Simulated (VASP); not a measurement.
# Na3TlC (P4mm) in VASP: a series of runs, part 2 of 2

VASP 6.6.1.

## Step 5: Relaxation of cell and atoms, PBE

INCAR reads:

```
PREC = Accurate
ENCUT = 600
EDIFF = 1E-6
ISMEAR = 0
SIGMA = 0.1
LREAL = F
LASPH = T
NELM = 80
ALGO = Normal
ISIF = 3
LWAVE = F
LCHARG = F
GGA = PE
IBRION = 2
NSW = 90
EDIFFG = -0.04
```

KPOINTS reads:

```
regular mesh
0
Gamma
  4 4 4
```

POSCAR reads:

```
Na3TlC
1.0
    4.2459187800      0.0000000000      0.0000000000
    0.0000000000      4.2459187800      0.0000000000
    0.0000000000      0.0000000000      7.2471401100
Na Tl C
3 1 1
Direct
    0.5000000000      0.0000000000      0.9660843600
    0.0000000000      0.5000000000      0.9660843600
    0.0000000000      0.0000000000      0.2911616200
    0.0000000000      0.0000000000      0.6635675200
    0.5000000000      0.5000000000      0.6893354800
```

Started as:

```bash
> cat potpaw_PBE.64/Na_pv/POTCAR potpaw_PBE.64/Tl_d/POTCAR potpaw_PBE.64/C/POTCAR > POTCAR
> mpirun -np 1 vasp_std > vasp.out
```

Run time: 7 min. Hardware: 1 thread of Intel Xeon Platinum 8259CL at 2.50GHz (Skylake/Cascade Lake), shared host; peak memory 0.31 GiB.

Results (log left out):

- Free energy: -10.3497 eV
- Relaxed volume: 28.10 Å³/atom
- Relaxed cell: a = 3.959 Å, b = 3.959 Å, c = 8.965 Å, α = 90.00°, β = 90.00°, γ = 90.00°
- Space group after relaxing (to 0.1 Å): P4mm (No. 99)
- Energy gained by relaxing: 154.2 meV/atom
- Ionic steps: 14
- Pressure after relaxing: 0.0 GPa
- Largest force after relaxing: 0.038 eV/Å
- Band gap on the k mesh: zero (bands 19 and 20 overlap by 0.76 eV)

Forces on the atoms (eV/Å):
```
Na   0.000  0.000 -0.002
Na   0.000  0.000 -0.002
Na   0.000  0.000  0.002
Tl   0.000  0.000 -0.035
C    0.000  0.000  0.038
```

The path:
```csv
step,energy change (eV),largest force (eV/Å),pressure (GPa),volume (Å³)
1,0.0000,0.5521,0.70,130.65
2,-0.2008,0.5492,0.18,132.69
3,-0.5223,0.5507,-0.52,137.61
4,-0.5455,0.5601,-0.56,138.76
5,-0.6084,0.4985,-0.18,135.93
6,-0.6836,0.2863,1.37,127.60
7,-0.7258,0.1642,1.03,130.14
8,-0.7498,0.1458,0.70,133.83
9,-0.7503,0.1637,0.68,134.31
10,-0.7627,0.1182,0.20,137.58
11,-0.7647,0.1224,-0.10,139.75
12,-0.7680,0.0950,-0.06,140.00
13,-0.7709,0.0442,0.03,140.46
14,-0.7709,0.0378,0.05,140.51
```

Final structure:
```yaml
crystal:
  lattice:
    - [3.95889, 0.00000, 0.00000]
    - [0.00000, 3.95889, 0.00000]
    - [0.00000, 0.00000, 8.96538]
  atoms:
    - { symbol: Na, position: [0.50000, 0.00000, 0.93562] }
    - { symbol: Na, position: [0.00000, 0.50000, 0.93562] }
    - { symbol: Na, position: [0.00000, 0.00000, 0.30157] }
    - { symbol: Tl, position: [0.00000, 0.00000, 0.65100] }
    - { symbol: C, position: [0.50000, 0.50000, 0.75243] }
```

Levels at points of the mesh, in eV from the Fermi level:
```tsv
k point	band 15	band 16	band 17	band 18	band 19	band 20	band 21	band 22	band 23
(0.00, 0.00, 0.00)	-9.61	-4.89	-2.69	-1.23	-0.39	-0.39	0.78	2.89	4.31
(0.50, 0.00, 0.00)	-8.58	-6.14	-1.25	-1.03	-0.21	0.04	0.37	2.28	2.71
(0.50, 0.50, 0.00)	-7.94	-4.70	-2.25	-2.25	-0.30	0.82	2.03	2.29	2.29
(0.00, 0.00, 0.50)	-9.61	-4.93	-2.72	-0.62	-0.39	-0.39	0.21	2.04	6.07
(0.50, 0.00, 0.50)	-8.58	-6.14	-1.38	-1.36	0.37	0.53	0.58	1.60	2.56
(0.50, 0.50, 0.50)	-7.94	-4.70	-2.25	-2.25	-0.32	0.55	2.00	2.00	2.77
```

Caveat: the k points lie up to 0.40 Å⁻¹ apart in the final cell, too coarse for converged energies and pressures of a metal; a cell axis changed by over 15 % at a fixed basis, so the end point is rough; spin-orbit coupling is left out, which moves the levels of the heavy elements.

## Step 6: Relaxation of cell and atoms, PBE

This run uses another cell than the first one, of 28.67 Å³/atom.

INCAR reads:

```
SYSTEM = Na3TlC
  PREC = Accurate
  ENCUT = 600
  EDIFF = 1E-6
  ISMEAR = 0
  SIGMA = 0.1
  LREAL = .False.
  LASPH = .True.
  NELM = 100
  ALGO = Normal
  ISIF = 3
  LWAVE = .False.
  LCHARG = .False.
  GGA = PE
  IBRION = 2
  NSW = 100
  EDIFFG = -0.01
```

KPOINTS reads:

```
regular mesh
0
Gamma
  10 10 4
  0 0 0
```

POSCAR reads:

```
Na3TlC
1.0
    3.9715742916      0.0000000000      0.0000000000
    0.0000000000      3.9715742916      0.0000000000
    0.0000000000      0.0000000000      9.0894803813
Na Tl C
3 1 1
Direct
    0.5000000000      0.0000000000      0.9343016948
    0.0000000000      0.5000000000      0.9343016948
    0.0000000000      0.0000000000      0.3005339759
    0.0000000000      0.0000000000      0.6467208455
    0.5000000000      0.5000000000      0.7603751289
```

Potentials or basis: VASP PAW PBE potentials, release 64 (Na_pv, Tl_d, C).

Started as:

```bash
> cat potpaw_PBE.64/Na_pv/POTCAR potpaw_PBE.64/Tl_d/POTCAR potpaw_PBE.64/C/POTCAR > POTCAR
> mpirun -np 1 vasp_std > vasp.out
```

Run time: 10 min. Hardware: 1 thread of Intel Xeon Platinum 8259CL at 2.50GHz (Skylake/Cascade Lake), shared host; peak memory 0.46 GiB.

The run converged. Its results:

```yaml
Free_energy: -10.3875 eV
Relaxed_volume: 28.64 Å³/atom
Relaxed_cell: a = 3.989 Å, b = 3.989 Å, c = 8.997 Å, α = 90.00°, β = 90.00°, γ = 90.00°
Space_group_after_relaxing_to_0.1_Å: P4mm (No. 99)
Energy_gained_by_relaxing: 0.4 meV/atom
Ionic_steps: 6
Pressure_after_relaxing: 0.0 GPa
Band_gap_on_the_k_mesh: zero (bands 19 and 20 overlap by 0.67 eV)
```

Step by step:
```tsv
step	energy change (eV)	largest force (eV/Å)	pressure (GPa)	volume (Å³)
1	0.0000	0.0394	0.00	143.37
2	-0.0007	0.0361	-0.01	143.36
3	-0.0019	0.0270	0.00	143.32
4	-0.0019	0.0245	0.00	143.30
5	-0.0020	0.0180	0.00	143.27
6	-0.0022	0.0016	-0.04	143.18
```

Final structure:
```
Na Tl C
1.0
     3.98937    0.00000    0.00000
     0.00000    3.98937    0.00000
     0.00000    0.00000    8.99664
Na Tl C
3 1 1
Cartesian
  1.9947 0.0000 8.4093
  0.0000 1.9947 8.4093
  0.0000 0.0000 2.7020
  0.0000 0.0000 5.8308
  1.9947 1.9947 6.8226
```

Levels at points of the mesh, in eV from the Fermi level:
| k point | band 15 | band 16 | band 17 | band 18 | band 19 | band 20 | band 21 | band 22 | band 23 |
| --- | --- | --- | --- | --- | --- | --- | --- | --- | --- |
| (0.00, 0.00, 0.00) | -9.37 | -4.85 | -2.46 | -0.98 | -0.22 | -0.22 | 0.86 | 3.10 | 4.49 |
| (0.50, 0.00, 0.00) | -8.42 | -5.88 | -1.10 | -0.93 | -0.04 | 0.21 | 0.45 | 2.38 | 2.81 |
| (0.50, 0.50, 0.00) | -7.86 | -4.52 | -2.00 | -2.00 | -0.15 | 1.00 | 2.16 | 2.42 | 2.42 |
| (0.00, 0.00, 0.50) | -9.37 | -4.88 | -2.50 | -0.45 | -0.22 | -0.22 | 0.43 | 2.15 | 6.05 |
| (0.50, 0.00, 0.50) | -8.42 | -5.88 | -1.26 | -1.21 | 0.45 | 0.65 | 0.75 | 1.71 | 2.65 |
| (0.50, 0.50, 0.50) | -7.86 | -4.52 | -2.00 | -2.00 | -0.17 | 0.72 | 2.11 | 2.11 | 2.94 |

Caveat: spin-orbit coupling is left out, which moves the levels of the heavy elements.

## Step 7: Summary

| task | cell | k mesh | cutoff (eV) | gap on the mesh (eV) | pressure (GPa) | relaxed volume (Å³/atom) | largest force (eV/Å) |
| --- | --- | --- | --- | --- | --- | --- | --- |
| single point | a = 4.246, b = 4.246, c = 7.247 Å, 5 atoms, atomic positions A | 4 × 4 × 4 | 520 | none | 0.7 | - | 0.55 |
| single point | a = 3.972, b = 3.972, c = 9.089 Å, 5 atoms, atomic positions B | 4 × 4 × 4 | 520 | none | 0.0 | - | 0.03 |
| single point | a = 3.986, b = 3.986, c = 8.997 Å, 5 atoms, atomic positions C | 10 × 10 × 4 | 520 | none | 0.0 | - | 0.02 |
| relaxation of cell and atoms | relaxed from a = 4.246, b = 4.246, c = 7.247 Å, 5 atoms, atomic positions A | 4 × 4 × 4 | 600 | none | 0.0 | 28.10 | 0.04 |
| relaxation of cell and atoms | relaxed from a = 3.972, b = 3.972, c = 9.089 Å, 5 atoms, atomic positions B | 10 × 10 × 4 | 600 | none | 0.0 | 28.64 | - |

Alike in all rows: level PBE; potentials or basis VASP PAW PBE potentials, release 64 (Na_pv, Tl_d, C); no spin polarisation; smearing gaussian 0.1 eV.

Caveats: some runs use coarse meshes; spin-orbit coupling is left out, which moves the levels of the heavy elements; a cell axis changed by over 15 % at a fixed basis, so the end point is rough (at least some runs).

Total energies depend on the potentials used, so only differences within one code and one set of settings carry meaning.
